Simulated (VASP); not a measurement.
Set up this calculation in VASP 6.6.1, as the native input.

* Task: single point
* Functional: PBEsol
* Potentials or basis: VASP PAW PBE potentials, release 64 (V_sv)
* Cutoff: 520 eV
* k mesh: 12 × 12 × 6
* Occupations: fermi-dirac, width 0.05 eV
* Spin: collinear spin, ferromagnetic start
* Starting moments: [2.0, 2.0] μB
* Dipole correction: no
* Further INCAR settings: ALGO = Normal; EDIFF = 1e-06; NBANDS = 24

The structure of V lies in POSCAR:

```
V
1.0
    2.5690966245      0.0000000000      0.0000000000
   -1.2845483122      2.2249029415      0.0000000000
    0.0000000000      0.0000000000      4.6594993097
V
2
Direct
    0.3333333333      0.6666666667      0.2500000000
    0.6666666667      0.3333333333      0.7500000000
```

This isn't the form of V at room conditions, which is bcc.

These files were run (other wordings do the same):

INCAR

```
SYSTEM = V
PREC     = Accurate       ! precision mode
ENCUT    = 520            ! plane-wave cutoff, eV
EDIFF    = 1E-6           ! SCF threshold, eV
ISMEAR   = -1             ! smearing method
SIGMA    = 0.05           ! smearing width, eV
LREAL    = .FALSE.        ! projectors in reciprocal space
LASPH    = .TRUE.         ! aspherical terms in the spheres
NELM     = 150            ! most SCF steps
ALGO     = Normal         ! electronic algorithm
ISIF     = 2              ! what is computed and relaxed
LWAVE    = .FALSE.        ! write WAVECAR
LCHARG   = .FALSE.        ! write CHGCAR
ISPIN    = 2              ! spin polarisation
MAGMOM   = 2 2            ! initial moments
LORBIT   = 11             ! projections on sites
LMAXMIX  = 4              ! l up to which the mixer works
GGA      = PS             ! functional
NBANDS   = 24             ! bands
```

KPOINTS

```
regular mesh
0
G
  12 12 6
  0 0 0
```

Potentials or basis: VASP PAW PBE potentials, release 64 (V_sv).

Command:

```console
$ cat potpaw_PBE.64/V_sv/POTCAR > POTCAR
$ mpirun -np 1 vasp_std > vasp.out
```

It gave:

```yaml
Pressure: 0.1 GPa
Band_gap_on_the_k_mesh: zero (filled and empty bands overlap)
Net_moment: 0.00 μB per cell
Valence_electrons_inside_the_program's_atomic_spheres: V 11.70
```

Caveat: the PAW data sets were made with another functional, which shifts forces and pressure a little.

It took 76 s on 1 thread of Intel(R) Xeon(R) Platinum 8488C (Sapphire Rapids), with other jobs on the host, peak memory 0.19 GiB.
